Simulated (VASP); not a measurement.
Write the native input for VASP 6.6.1 that does the following.

* Task: single point
* Functional: PBE
* Potentials or basis: VASP PAW PBE potentials, release 64 (Mo_sv, S)
* Cutoff: 520 eV
* k mesh: 10 × 10 × 10
* Occupations: fermi-dirac, width 0.02 eV
* Spin: no spin polarisation
* Dipole correction: no
* Further INCAR settings: ALGO = Normal; EDIFF = 1e-06; NBANDS = 20

The structure of MoS2 lies in POSCAR:

```
MoS2
1.0
    1.5875907347      0.9165959380      6.4732862752
   -1.5875907347      0.9165959380      6.4732862752
    0.0000000000     -1.8331918760      6.4732862752
Mo S
1 2
Direct
   -0.0000064939     -0.0000064939     -0.0000064939
    0.4135507562      0.4135507562      0.4135507562
    0.2531224044      0.2531224044      0.2531224044
```

This cell differs from its parent crystal: uniaxial z strain +4.5%.

The input as run:

INCAR

```
SYSTEM = MoS2
PREC = Accurate ; ENCUT = 520
EDIFF = 1E-6 ; ISMEAR = -1
SIGMA = 0.02 ; LREAL = .FALSE.
LASPH = .TRUE. ; NELM = 100
ALGO = Normal ; ISIF = 2
LWAVE = .FALSE. ; LCHARG = .TRUE.
GGA = PE ; LELF = .TRUE.
LVHAR = .TRUE. ; NBANDS = 20
```

KPOINTS

```
regular mesh
0
G
  10 10 10
  0 0 0
```

Potentials or basis: VASP PAW PBE potentials, release 64 (Mo_sv, S).

Launch:

```console
$ cat potpaw_PBE.64/Mo_sv/POTCAR potpaw_PBE.64/S/POTCAR > POTCAR
$ mpirun -np 1 vasp_std > vasp.out
```

It gave:

```yaml
Pressure: 1.5 GPa
Largest_force: 0.094 eV/Å
Band_gap_on_the_k_mesh: 1.21 eV (least direct gap 1.94 eV)
```

Caveat: the cell differs from its parent crystal (uniaxial z strain +4.5%).

Wall time 9.9 min on 1 thread of Intel(R) Xeon(R) Platinum 8259CL CPU @ 2.50GHz (Skylake/Cascade Lake), on a shared host, peak memory 0.4 GiB.
